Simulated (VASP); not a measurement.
Crystal: LiF (Griceite).

```
CELL_PARAMETERS angstrom
0.00000 2.01400 2.01400
2.01400 0.00000 2.01400
2.01400 2.01400 0.00000
ATOMIC_POSITIONS crystal
F 0.50000 0.50000 0.50000
Li 0.00000 0.00000 0.00000
```

Base run:

* Program: VASP 6.6.1
* Functional: PBEsol
* Potentials or basis: VASP PAW PBE potentials, release 64 (F, Li_sv)
* Cutoff: 520 eV
* k mesh: 11 × 11 × 11
* Occupations: fermi-dirac, width 0.05 eV
* Spin: no spin polarisation

Its results: band gap on the k mesh 8.92 eV, direct.

Q: The run is repeated on the same cell with these changes: functional from PBEsol to PBE-based screened hybrid; k mesh from 11 × 11 × 11 to 6 × 6 × 6. What comes out?

A: Band gap on the k mesh 10.94 eV, direct.

Several settings changed at once, so the effect can't be laid on one alone.

Caveats: some runs use coarse meshes.

A k mesh can miss the band edges.
